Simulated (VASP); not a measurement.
# GaN (Fm-3m) in VASP: settings compared

Aim: see how the results for GaN move with the level of theory and the settings. Levels: PBE, PBEsol. Tasks: dielectric tensor, elastic constants.

Program: VASP 6.6.1. These are calculated values, not measurements. Logs are shortened: lines on timing, memory, paths and dates and some standing lists are left out, and cuts for length are marked.

## (1) The cell of the first run

It takes space group Fm-3m (No. 225, cubic). Conventional cell: a = 4.270 Å, b = 4.270 Å, c = 4.270 Å, α = 90.00°, β = 90.00°, γ = 90.00°. Ga (site symmetry m-3m) has 6 N at 2.14 Å within 2.8 Å. Within 2.8 Å of N (site symmetry m-3m) lie 6 Ga at 2.14 Å.

## (2) Dielectric tensor, PBE

File INCAR:

```
PREC     = Accurate       # precision mode
ENCUT    = 520            # plane-wave cutoff, eV
EDIFF    = 1E-8           # SCF threshold, eV
ISMEAR   = 0              # smearing method
SIGMA    = 0.01           # smearing width, eV
LREAL    = F              # projectors in reciprocal space
LASPH    = T              # aspherical terms in the spheres
NELM     = 60             # most SCF steps
ALGO     = Normal         # electronic algorithm
ISIF     = 2              # what is computed and relaxed
LWAVE    = F              # write WAVECAR
LCHARG   = F              # write CHGCAR
GGA      = PE             # functional
LEPSILON = T              # dielectric tensor by DFPT
```

File KPOINTS:

```
regular mesh
0
Gamma
  11 11 11
```

File POSCAR:

```
GaN
1.0
    0.0000000000      2.1352350000      2.1352350000
    2.1352350000      0.0000000000      2.1352350000
    2.1352350000      2.1352350000      0.0000000000
Ga N
1 1
Direct
    0.0000000000      0.0000000000      0.0000000000
    0.5000000000      0.5000000000      0.5000000000
```

Potentials or basis: VASP PAW PBE potentials, release 64 (Ga_d, N).

Started as:

```console
cat potpaw_PBE.64/Ga_d/POTCAR potpaw_PBE.64/N/POTCAR > POTCAR
mpirun -np 1 vasp_std > vasp.out
```

OUTCAR:

```text
PREC = Accurate
   ENCUT = 520
   EDIFF = 1E-8
   ISMEAR = 0
   LREAL = F
   LASPH = T
   NELM = 60
   ISIF = 2
   GGA = PE
   LEPSILON = T

 ion  position               nearest neighbor table
   1  0.000  0.000  0.000-   2 2.14   2 2.14   2 2.14   2 2.14   2 2.14   2 2.14
   2  0.500  0.500  0.500-   1 2.14   1 2.14   1 2.14   1 2.14   1 2.14   1 2.14

  LATTYP: Found a face centered cubic cell.
 ALAT       =     4.2704700000

  Lattice vectors:

 A1 = (   0.0000000000,   2.1352350000,   2.1352350000)
 A2 = (   2.1352350000,   0.0000000000,   2.1352350000)
 A3 = (   2.1352350000,   2.1352350000,   0.0000000000)

Analysis of symmetry for initial positions (statically):
=====================================================================
 Subroutine PRICEL returns:
 Original cell was already a primitive cell.

 Routine SETGRP: Setting up the symmetry group for a
 face centered cubic supercell.

 Subroutine GETGRP returns: Found 48 space group operations
 (whereof 48 operations were pure point group operations)
 out of a pool of 48 trial point group operations.

The static configuration has the point symmetry O_h .

Analysis of symmetry for dynamics (positions and initial velocities):
=====================================================================
 Subroutine PRICEL returns:
 Original cell was already a primitive cell.

 Routine SETGRP: Setting up the symmetry group for a
 face centered cubic supercell.

 Subroutine GETGRP returns: Found 48 space group operations
 (whereof 48 operations were pure point group operations)
 out of a pool of 48 trial point group operations.

The dynamic configuration has the point symmetry O_h .

 Subroutine INISYM returns: Found 48 space group operations
 (whereof 48 operations are pure point group operations),
 and found     1 'primitive' translations

----------------------------------------------------------------------------------------

                                     Primitive cell

  volume of cell :      19.4700

  direct lattice vectors                    reciprocal lattice vectors
     0.000000000  2.135235000  2.135235000    -0.234166263  0.234166263  0.234166263
     2.135235000  0.000000000  2.135235000     0.234166263 -0.234166263  0.234166263
     2.135235000  2.135235000  0.000000000     0.234166263  0.234166263 -0.234166263

  length of vectors
     3.019678296  3.019678296  3.019678296     0.405587864  0.405587864  0.405587864

  position of ions in fractional coordinates (direct lattice)
     0.000000000  0.000000000  0.000000000
     0.500000000  0.500000000  0.500000000

  ion indices of the primitive-cell ions
   primitive index   ion index
                 1           1
                 2           2

----------------------------------------------------------------------------------------

 KPOINTS: regular mesh

Automatic generation of k-mesh.
 Grid dimensions read from file:
 generate k-points for:   11   11   11

 Generating k-lattice:

  Cartesian coordinates                     Fractional coordinates (reciprocal lattice)
    -0.021287842  0.021287842  0.021287842     0.090909091  0.000000000  0.000000000
     0.021287842 -0.021287842  0.021287842     0.000000000  0.090909091  0.000000000
     0.021287842  0.021287842 -0.021287842     0.000000000  0.000000000  0.090909091

  Length of vectors
     0.036871624  0.036871624  0.036871624

  Shift w.r.t. Gamma in fractional coordinates (k-lattice)
     0.000000000  0.000000000  0.000000000

 Subroutine IBZKPT returns following result:
 ===========================================

[... 76 lines left out ...]
   LEPSILON=     T    determine dielectric tensor
   LRPA    =     F    only Hartree local field effects (RPA)
 non-spin polarized calculation
 Gauss-broadening in eV      SIGMA  =   0.01
  energy-cutoff  :      520.00
  volume of cell :       19.47
 maximum number of plane-waves:       534
   NGX = 11   NGY = 11   NGZ = 11

--------------------------------------- Ionic step        1  -------------------------------------------

 number of electron      18.0000005 magnetization

 E-fermi :   7.5906     XC(G=0): -12.9044

 val. band max:        7.5261910095   @ k =  -0.1818   0.1818   0.0000
 cond. band min:       8.0668679361   @ k =   0.4545   0.4545   0.0000
 fundamental gap:      0.5406769265
 Fermi energy:         7.5905906460

 k-point     1 :       0.0000    0.0000    0.0000
  band No.  band energies     occupation
      1      -9.4813      2.00000
      2      -6.4857      2.00000
      3      -6.4857      2.00000
      4      -6.4857      2.00000
      5      -6.3986      2.00000
      6      -6.3986      2.00000
      7       7.0379      2.00000
      8       7.0379      2.00000
      9       7.0379      2.00000
     10       9.4034      0.00000
     11      22.0603      0.00000
     12      22.0603      0.00000
     13      22.0603      0.00000
[... 354 lines left out ...]
  band No.  band energies     occupation
      1      -8.0461      2.00000
      2      -6.5366      2.00000
      3      -6.5343      2.00000
      4      -6.5178      2.00000
      5      -6.4020      2.00000
      6      -6.1911      2.00000
      7       2.6825      2.00000
      8       5.2646      2.00000
      9       7.5262      2.00000
     10      13.3239      0.00000
     11      15.9385      0.00000
     12      17.3223      0.00000
     13      17.9841      0.00000

 [... further k-points ...]

  FORCE on cell =-STRESS in cart. coord.  units (eV):
  Direction    XX          YY          ZZ          XY          YZ          ZX
  --------------------------------------------------------------------------------------
  -------------------------------------------------------------------------------------
  Total        0.0515567      0.0515567      0.0515567     -0.0000000      0.0000000      0.0000000
  in kB        4.2425649      4.2425649      4.2425649     -0.0000000      0.0000000      0.0000000
  external PRESSURE =       4.2425649 kB  Pullay stress =       0.0000000 kB

 VOLUME and BASIS-vectors are now :
 -----------------------------------------------------------------------------
  energy-cutoff  :      520.00
  volume of cell :       19.47
      direct lattice vectors                 reciprocal lattice vectors
     0.000000000  2.135235000  2.135235000    -0.234166263  0.234166263  0.234166263
     2.135235000  0.000000000  2.135235000     0.234166263 -0.234166263  0.234166263
     2.135235000  2.135235000  0.000000000     0.234166263  0.234166263 -0.234166263

 POSITION                                       TOTAL-FORCE (eV/Angst)
 -----------------------------------------------------------------------------------
      0.00000      0.00000      0.00000        -0.000000      0.000000     -0.000000
      2.13524      2.13524      2.13524         0.000000     -0.000000      0.000000
 -----------------------------------------------------------------------------------
    total drift:                                0.000000     -0.000000     -0.000000

  FREE ENERGIE OF THE ION-ELECTRON SYSTEM (eV)
  ---------------------------------------------------
  free  energy   TOTEN  =       -11.2066782605 eV

  energy  without entropy=      -11.2066782605  energy(sigma->0) =      -11.20667826

 HEAD OF MICROSCOPIC STATIC DIELECTRIC TENSOR (INDEPENDENT PARTICLE, excluding Hartree and local field effects)
 ------------------------------------------------------
           8.713316    -0.000000    -0.000000
          -0.000000     8.713316    -0.000000
          -0.000000     0.000000     8.713316
 ------------------------------------------------------

 Free energy of the ion-electron system (eV)
  ---------------------------------------------------
  ---------------------------------------------------
  free energy    TOTEN  =        -0.43134596 eV

  energy without entropy =       -0.43134596

------------------------ aborting loop because EDIFF is reached ----------------------------------------

--------------------------------------- Ionic step        2  -------------------------------------------

------------------------ aborting loop because EDIFF is reached ----------------------------------------

--------------------------------------- Ionic step        3  -------------------------------------------

 Free energy of the ion-electron system (eV)
  ---------------------------------------------------
  ---------------------------------------------------
  free energy    TOTEN  =        -0.43134573 eV

  energy without entropy =       -0.43134573

------------------------ aborting loop because EDIFF is reached ----------------------------------------

 PIEZOELECTRIC TENSOR FIELD DIRECTION 3  (e Angst)
 -----------------------------------------------------------------------------
     0.00016  0.00000  0.00000           ( -0.00002  0.00000  0.00000)
     0.00000  0.00016 -0.00000           (  0.00000 -0.00002 -0.00000)
    -0.00000  0.00000 -0.00014           (  0.00000 -0.00000 -0.00002)

 PIEZOELECTRIC TENSOR FIELD DIRECTION 3  (C/m^2)
 -----------------------------------------------------------------------------
     0.00013  0.00000  0.00000
     0.00000  0.00013 -0.00000
    -0.00000  0.00000 -0.00011

 MACROSCOPIC STATIC DIELECTRIC TENSOR (including local field effects in DFT)
 ------------------------------------------------------
           8.531894     0.000000    -0.000000
           0.000000     8.531894    -0.000000
           0.000000     0.000000     8.531894
 ------------------------------------------------------

 PIEZOELECTRIC TENSOR (including local field effects)  for field in x, y, z        (e  Angst)
          XX          YY          ZZ          XY          YZ          ZX
  --------------------------------------------------------------------------------
  x     0.00000     0.00000     0.00000     0.00000     0.00000     0.00000
  y     0.00000     0.00000     0.00000     0.00000     0.00000     0.00000
  z     0.00000     0.00000     0.00000     0.00000     0.00000     0.00000

 PIEZOELECTRIC TENSOR (including local field effects)  for field in x, y, z        (C/m^2)
          XX          YY          ZZ          XY          YZ          ZX
  --------------------------------------------------------------------------------
  x     0.00000     0.00000     0.00000     0.00000     0.00000     0.00000
  y     0.00000     0.00000     0.00000     0.00000     0.00000     0.00000
  z     0.00000     0.00000     0.00000     0.00000     0.00000     0.00000

 BORN EFFECTIVE CHARGES (including local field effects) (in |e|, cummulative output)
 ---------------------------------------------------------------------------------
 ion    1
    1     3.61912     0.00000     0.00000
    2    -0.00000     3.61912     0.00000
    3     0.00000     0.00000     3.61912
 ion    2
    1    -3.61912    -0.00000     0.00000
    2     0.00000    -3.61912     0.00000
    3     0.00000     0.00000    -3.61912
```

Run time: 4.8 min. Hardware: 1 thread of Intel Xeon 8259CL, shared host; peak memory 0.22 GiB.

Results:

```
Band gap on the k mesh                  : 0.54 eV (least direct gap 2.37 eV)
Electronic dielectric tensor (diagonal) : 8.53
Born charges (mean of the diagonal)     : Ga +3.62; N -3.62 e
```

Electronic dielectric tensor:
```
8.53 0.00 0.00
0.00 8.53 0.00
0.00 0.00 8.53
```

Born effective charge tensors (e):
atom 1, Ga
```
3.62 0.00 0.00
0.00 3.62 0.00
0.00 0.00 3.62
```
atom 2, N
```
-3.62  0.00  0.00
 0.00 -3.62  0.00
 0.00  0.00 -3.62
```

Caveat: the gap is small at this level, which inflates the dielectric constant; an odd mesh through Γ misses points on the zone boundary, where band edges can lie.

## (3) Elastic constants, PBE

File INCAR:

```
PREC = Accurate ; ENCUT = 600
EDIFF = 1E-8 ; ISMEAR = 0
SIGMA = 0.01 ; LREAL = False
LASPH = True ; NELM = 100
ALGO = Normal ; ISIF = 3
LWAVE = False ; LCHARG = True
GGA = PE ; NBANDS = 16
IBRION = 6 ; NFREE = 2
POTIM = 0.015 ; NSW = 1
```

File KPOINTS:

```
Automatic mesh
0
Gamma
  8 8 8
```

POSCAR is that of step 2.

Potentials or basis: VASP PAW PBE potentials, release 64 (Ga_d, N).

Started as:

```console
cat potpaw_PBE.64/Ga_d/POTCAR potpaw_PBE.64/N/POTCAR > POTCAR
mpirun -np 1 vasp_std > vasp.out
```

Wall time 6.6 min (1 thread of Intel Xeon 8259CL, shared host); peak memory 0.23 GiB.

It converged, with:

| Item | Value |
| --- | --- |
| Elastic constants C11, C12, C44 | 316, 157, 204 GPa |
| Voigt bulk modulus | 210 GPa |
| Highest phonon frequency at Γ, LO-TO splitting left out | 212 cm⁻¹ |

Phonon frequencies in cm⁻¹ (negative: imaginary):
| q point | frequencies |
| --- | --- |
| (0.000, 0.000, 0.000) | 0 0 0 212 212 212 |

Elastic tensor in Voigt notation (GPa, in the Cartesian axes of the cell as first typed):
```
316 157 157   0   0   0
157 316 157   0   0   0
157 157 316   0   0   0
  0   0   0 204   0   0
  0   0   0   0 204   0
  0   0   0   0   0 204
```

Clamped-ion elastic tensor (GPa):
```
316 157 157   0   0   0
157 316 157   0   0   0
157 157 316   0   0   0
  0   0   0 204   0   0
  0   0   0   0 204   0
  0   0   0   0   0 204
```

## (4) Elastic constants, PBEsol

File INCAR:

```
SYSTEM = GaN
  PREC = Accurate
  ENCUT = 600
  EDIFF = 1E-8
  ISMEAR = 0
  SIGMA = 0.01
  LREAL = .FALSE.
  LASPH = .TRUE.
  NELM = 100
  ALGO = Normal
  ISIF = 3
  LWAVE = .FALSE.
  LCHARG = .FALSE.
  GGA = PS
  IBRION = 6
  NFREE = 2
  POTIM = 0.015
  NSW = 1
```

File KPOINTS:

```
regular mesh
0
G
  8 8 8
  0 0 0
```

POSCAR is that of step 3.

Started as:

```console
cat potpaw_PBE.64/Ga_d/POTCAR potpaw_PBE.64/N/POTCAR > POTCAR
mpirun -np 1 vasp_std > vasp.out
```

It took 4.9 min on 1 thread of Intel Xeon 8259CL, shared host; peak memory 0.22 GiB.

The run converged. Its results:

```yaml
Elastic_constants_C11_C12_C44: 299, 157, 205 GPa
Voigt_bulk_modulus: 204 GPa
Highest_phonon_frequency_at_Γ_LO-TO_splitting_left_out: 191 cm⁻¹
```

Phonon frequencies in cm⁻¹ (negative: imaginary):
```csv
q point,frequencies
"(0.000, 0.000, 0.000)",0 0 0 191 191 191
```

Elastic tensor in Voigt notation (GPa, in the Cartesian axes of the cell as first typed):
```
299 157 157   0   0   0
157 299 157   0   0   0
157 157 299   0   0   0
  0   0   0 205   0   0
  0   0   0   0 205   0
  0   0   0   0   0 205
```

Clamped-ion elastic tensor (GPa):
```
299 157 157   0   0   0
157 299 157   0   0   0
157 157 299   0   0   0
  0   0   0 205   0   0
  0   0   0   0 205   0
  0   0   0   0   0 205
```

Caveat: the cell is under stress, which shifts elastic constants; the PAW data sets were made with another functional, which shifts forces and pressure a little.
